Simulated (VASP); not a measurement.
A run of VASP 6.6.1 is set up as follows.

The input INCAR:

```
PREC     = Accurate       # precision mode
ENCUT    = 520            # plane-wave cutoff, eV
EDIFF    = 1E-7           # SCF threshold, eV
ISMEAR   = 0              # smearing method
SIGMA    = 0.1            # smearing width, eV
LREAL    = False          # projectors in reciprocal space
LASPH    = True           # aspherical terms in the spheres
NELM     = 150            # most SCF steps
ALGO     = Normal         # electronic algorithm
ISIF     = 2              # what is computed and relaxed
LWAVE    = False          # write WAVECAR
LCHARG   = False          # write CHGCAR
ISPIN    = 2              # spin polarisation
MAGMOM   = 0 3 0 0 0 0 0 0 0 0 # initial moments
LORBIT   = 11             # projections on sites
LMAXMIX  = 4              # l up to which the mixer works
GGA      = PE             # functional
NBANDS   = 38             # bands
```

File KPOINTS:

```
regular mesh
0
Gamma
  4 4 4
```

Contents of POSCAR:

```
MgCoC4N4
1.0
    7.2938064500      0.0000000000      0.0000000000
    0.0000000000      7.2938064500      0.0000000000
    0.0000000000      0.0000000000      4.0304680800
Mg Co C N
1 1 4 4
Direct
    0.0000000000      0.0000000000      0.0000000000
    0.5000000000      0.5000000000      0.0000000000
    0.1919534700      0.8080465300      0.0000000000
    0.8080465300      0.1919534700      0.0000000000
    0.1919534700      0.1919534700      0.0000000000
    0.8080465300      0.8080465300      0.0000000000
    0.3053805100      0.6946194900      0.0000000000
    0.6946194900      0.3053805100      0.0000000000
    0.3053805100      0.3053805100      0.0000000000
    0.6946194900      0.6946194900      0.0000000000
```

Potentials or basis: VASP PAW PBE potentials, release 64 (Mg, Co, C, N).

Run with:

```sh
$ cat potpaw_PBE.64/Mg/POTCAR potpaw_PBE.64/Co/POTCAR potpaw_PBE.64/C/POTCAR potpaw_PBE.64/N/POTCAR > POTCAR
$ mpirun -np 1 vasp_std > vasp.out
```

Q: What does it give for the site moments?

A: Mg -0.00; Co +1.01; C -0.01; N -0.01 μB.

Q: Estimate the pressure.

A: 1.8 GPa.

Forces in eV/Å, atoms in the order of the input:
```
Mg   0.000  0.000  0.000
Co   0.000  0.000  0.000
C    1.728 -1.728  0.000
C   -1.728  1.728  0.000
C    1.728  1.728  0.000
C   -1.728 -1.728  0.000
N    1.208 -1.208  0.000
N   -1.208  1.208  0.000
N    1.208  1.208  0.000
N   -1.208 -1.208  0.000
```

Caveat: a cell with one magnetic atom can't hold antiferromagnetic order, which such compounds often take; forces of over 1 eV/Å act on the atoms, so gaps and moduli don't describe the material at rest.
